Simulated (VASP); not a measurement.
Input of a VASP 6.6.1 run:

INCAR

```
SYSTEM = In
PREC = Accurate
ENCUT = 520
EDIFF = 1E-6
ISMEAR = -1
SIGMA = 0.05
LREAL = .False.
LASPH = .True.
NELM = 60
ALGO = Normal
ISIF = 2
LWAVE = .False.
LCHARG = .False.
GGA = CA
NBANDS = 12
```

File KPOINTS:

```
regular mesh
0
Gamma
  14 14 14
  0 0 0
```

Contents of POSCAR:

```
In
1.0
   -1.6098885000      1.6098885000      2.4739500000
    1.6098885000     -1.6098885000      2.4739500000
    1.6098885000      1.6098885000     -2.4739500000
In
1
Direct
    0.0000000000      0.0000000000      0.0000000000
```

Potentials or basis: VASP PAW LDA potentials, release 64 (In_d).

Command:

```console
$ cat potpaw_LDA.64/In_d/POTCAR > POTCAR
$ mpirun -np 1 vasp_std > vasp.out
```

Question: Predict the pressure.

Answer: -1.9 GPa.

Stress tensor (GPa, compression positive):
```
-1.98  0.00  0.00
 0.00 -1.98  0.00
 0.00  0.00 -1.77
```

Caveat: the cell differs from its parent crystal (equal xx and yy strain of -1 %).
